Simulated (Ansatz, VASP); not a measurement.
## Two plane-wave programs on SiC

Contents of POSCAR:

```
SiC
1.0
    3.0756941497      0.0000000000      0.0000000000
   -1.5378470748      2.6636292679      0.0000000000
    0.0000000000      0.0000000000     10.0706464800
Si C
4 4
Direct
    0.6775980462      0.3034682489      0.9378419800
    0.3333333333      0.6666666667      0.4378419800
    0.0000000000      0.0000000000      0.6878943800
    0.0000000000      0.0000000000      0.1878943800
    0.6666666667      0.3333333333      0.7498025900
    0.3333333333      0.6666666667      0.2498025900
    0.0000000000      0.0000000000      0.5004600500
    0.0000000000      0.0000000000      0.0004600500
```

File INCAR.step1:

```
ALGO = Normal
EDIFF = 1E-4
ENCUT = 520
GGA = PE
ISMEAR = 0
LASPH = True
LCHARG = False
LREAL = False
LWAVE = True
NBANDS = 26
NELM = 80
PREC = Accurate
SIGMA = 0.05
```

INCAR.step2

```
ALGO = Normal
EDIFF = 1E-7
ENCUT = 520
ISIF = 2
ISMEAR = 0
ISTART = 1
LASPH = True
LCHARG = False
LMIXTAU = True
LREAL = False
LWAVE = False
METAGGA = R2SCAN
NBANDS = 26
NELM = 80
PREC = Accurate
SIGMA = 0.05
```

The input KPOINTS:

```
k-points
0
Gamma
  12 12 4
```

Input for Ansatz:

```yaml
crystal:
  lattice:
    - [3.0756941497, 0.0, 0.0]
    - [-1.5378470748, 2.6636292679, 0.0]
    - [0.0, 0.0, 10.07064648]
  atoms:
    - { symbol: Si, position: [0.6775980462, 0.3034682489, 0.93784198] }
    - { symbol: Si, position: [0.3333333333, 0.6666666667, 0.43784198] }
    - { symbol: Si, position: [0.0, 0.0, 0.68789438] }
    - { symbol: Si, position: [0.0, 0.0, 0.18789438] }
    - { symbol: C, position: [0.6666666667, 0.3333333333, 0.74980259] }
    - { symbol: C, position: [0.3333333333, 0.6666666667, 0.24980259] }
    - { symbol: C, position: [0.0, 0.0, 0.50046005] }
    - { symbol: C, position: [0.0, 0.0, 0.00046005] }
basis:
  ecutwfc: 500
kpoints:
  mp_grid: { grid: [12, 12, 4] }
hamiltonian:
  xc: r2scan
scf:
  occupations: { method: gaussian, width: 0.05 }
output:
  forces: true
  stress: true
  eigenvalues: true
```

Alike in both runs: task single point; functional r2SCAN; k mesh 12 × 12 × 4; occupations gaussian, width 0.05 eV; no spin polarisation.

|  | VASP | Ansatz |
| --- | --- | --- |
| version | VASP 6.6.1 | Ansatz 0.2.0 |
| potentials or method | VASP PAW PBE potentials, release 64 (Si, C), cutoff 520 eV | scalar-relativistic, plane waves, PAW |
| valence electrons in the cell | 32 | 32 |

Ansatz gave:

| Property | Result |
| --- | --- |
| gap on the k mesh at the Fermi level (eV) | 2.41 |
| least direct gap on the mesh (eV) | 3.70 |
| pressure (GPa) | 0.9 |
| traceless stress, the component that is largest in VASP (GPa) | -1.35 |
| rms of the force components (eV/Å) | 0.704 |

Task: Estimate VASP's values.

Result: gap on the k mesh at the Fermi level (eV): 2.42; least direct gap on the mesh (eV): 3.71; pressure (GPa): 0.7; traceless stress, the component that is largest in VASP (GPa): -1.34; rms of the force components (eV/Å): 0.702.

VASP's potentials were made for PBE, not for r2SCAN. Atom by atom the forces differ by 0.002 eV/Å (rms over components).
